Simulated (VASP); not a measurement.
Here is a VASP 6.6.1 calculation.

File INCAR:

```
SYSTEM = ZnS
PREC = Accurate ; ENCUT = 600
EDIFF = 1E-6 ; ISMEAR = 0
SIGMA = 0.02 ; LREAL = .FALSE.
LASPH = .TRUE. ; NELM = 80
ALGO = Normal ; ISIF = 3
LWAVE = .FALSE. ; LCHARG = .FALSE.
GGA = PE ; IBRION = 2
NSW = 100 ; EDIFFG = -0.005
```

File KPOINTS:

```
regular mesh
0
G
  9 9 6
  0 0 0
```

The input POSCAR:

```
ZnS
1.0
    3.8110000000      0.0000000000      0.0000000000
   -1.9055000000      3.3004228138      0.0000000000
    0.0000000000      0.0000000000      6.2340000000
Zn S
2 2
Direct
    0.3333333333      0.6666666667      0.0000000000
    0.6666666667      0.3333333333      0.5000000000
    0.3333333333      0.6666666667      0.3850000000
    0.6666666667      0.3333333333      0.8850000000
```

Potentials or basis: VASP PAW PBE potentials, release 64 (Zn, S).

Command:

```sh
$ cat potpaw_PBE.64/Zn/POTCAR potpaw_PBE.64/S/POTCAR > POTCAR
$ mpirun -np 1 vasp_std > vasp.out
```

What does it give for the relaxed cell?

a = 3.847 Å, b = 3.847 Å, c = 6.310 Å, α = 90.00°, β = 90.00°, γ = 120.00°.

Estimate the relaxed volume.

20.22 Å³/atom.

What does it give for the space group after relaxing (to 0.05 Å)?

P6_3mc (No. 186).

Predict the band gap on the k mesh.

2.07 eV, direct.

Final structure:
```cif
data_structure
_symmetry_space_group_name_H-M 'P 1'
_symmetry_Int_Tables_number 1
_cell_length_a 3.8475
_cell_length_b 3.8475
_cell_length_c 6.3105
_cell_angle_alpha 90.000
_cell_angle_beta 90.000
_cell_angle_gamma 120.000
_cell_volume 80.90
loop_
_atom_site_label
_atom_site_type_symbol
_atom_site_fract_x
_atom_site_fract_y
_atom_site_fract_z
_atom_site_occupancy
Zn1 Zn 0.33333 0.66667 0.00518 1
Zn2 Zn 0.66667 0.33333 0.50518 1
S1 S 0.33333 0.66667 0.37982 1
S2 S 0.66667 0.33333 0.87982 1
```

A hybrid or GW would open this gap; PBE tends to underestimate it. PBE usually gives volumes a little too large and moduli too small.
